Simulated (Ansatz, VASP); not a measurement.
# Two plane-wave programs on TaTiGe4

```
CELL_PARAMETERS angstrom
0.00000 4.35068 4.43434
2.53549 0.00000 4.43434
2.53549 4.35068 0.00000
ATOMIC_POSITIONS crystal
Ti 0.50000 0.50000 0.50000
Ta 0.75000 0.75000 0.75000
Ge 0.08369 0.41631 0.08369
Ge 0.16180 0.83820 0.16180
Ge 0.83820 0.16180 0.83820
Ge 0.41631 0.08369 0.41631
```

Alike in both runs: functional PBE; k mesh 10 × 10 × 10; occupations gaussian, width 0.1 eV; no spin polarisation.

Ansatz relaxed the structure, and its values are those at the end. VASP's run is a single point on that final structure, the one shown.

|  | VASP | Ansatz |
| --- | --- | --- |
| version | VASP 6.6.1 | Ansatz 0.2.0 |
| potentials or method | VASP PAW PBE potentials, release 64 (Ti_sv, Ta_pv, Ge_d), cutoff 520 eV | scalar-relativistic, plane waves, PAW |
| valence electrons in the cell | 79 | 81 |

|  | VASP | Ansatz | Ansatz less VASP |
| --- | --- | --- | --- |
| gap on the k mesh at the Fermi level (eV) | none | none | - |
| pressure (GPa) | 0.1 | 0.0 | -0.10 |

A gap of «none» marks a metal or a gap that the smearing closes. VASP's potentials hold 79 valence electrons a cell and Ansatz's 81, so a difference there can come from the potentials and not from the codes.

Spin-orbit coupling is off throughout.
